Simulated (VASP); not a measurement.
Here is a VASP 6.6.1 calculation.

The input POSCAR:

```
HfO2
1.0
    4.8382036345      0.0000000000      0.0000000000
    0.0000000000      4.8382036345      0.0000000000
    0.0000000000      0.0000000000      3.2203479159
Hf O
2 4
Direct
    0.0000000000      0.0000000000      0.0232894091
    0.5000000000      0.5000000000      0.4767105909
    0.1949191830      0.8050808170      0.5081799849
    0.3050808170      0.3050808170     -0.0081799849
    0.6949191830      0.6949191830     -0.0081799849
    0.8050808170      0.1949191830      0.5081799849
```

INCAR.step1

```
SYSTEM = HfO2
ALGO = Normal
EDIFF = 1E-4
ENCUT = 520
GGA = PE
ISMEAR = 0
LASPH = .TRUE.
LCHARG = .FALSE.
LREAL = .FALSE.
LWAVE = .TRUE.
NBANDS = 31
NELM = 80
PREC = Accurate
SIGMA = 0.05
```

Contents of INCAR.step2:

```
SYSTEM = HfO2
ALGO = Normal
EDIFF = 1E-6
ENCUT = 520
ISIF = 2
ISMEAR = 0
ISTART = 1
LASPH = .TRUE.
LCHARG = .FALSE.
LMIXTAU = .TRUE.
LREAL = .FALSE.
LWAVE = .FALSE.
METAGGA = R2SCAN
NBANDS = 31
NELM = 80
PREC = Accurate
SIGMA = 0.05
```

File KPOINTS:

```
k-points
0
G
  6 6 8
  0 0 0
```

Potentials or basis: VASP PAW PBE potentials, release 64 (Hf_pv, O).

The run is started by

```console
$ cat potpaw_PBE.64/Hf_pv/POTCAR potpaw_PBE.64/O/POTCAR > POTCAR
$ cp INCAR.step1 INCAR
$ mpirun -np 1 vasp_std > vasp.out
$ cp INCAR.step2 INCAR
$ mpirun -np 1 vasp_std > vasp.out
```

Question: What does it give for the band gap on the k mesh?

Answer: 4.50 eV.

Question: What does it give for the pressure?

Answer: -3.0 GPa.

Forces in eV/Å, atoms in the order of the input:
```
Hf   0.000  0.000 -0.466
Hf   0.000  0.000  0.466
O    0.009 -0.009 -0.035
O   -0.009 -0.009  0.035
O    0.009  0.009  0.035
O   -0.009  0.009 -0.035
```

Caveat: the cell differs from its parent crystal (atoms displaced along a vibrational mode); the cell stands under tension; the PAW data sets were made with another functional, which shifts forces and pressure a little; spin-orbit coupling is left out, which moves the levels of the heavy elements. A k mesh can miss the band edges.
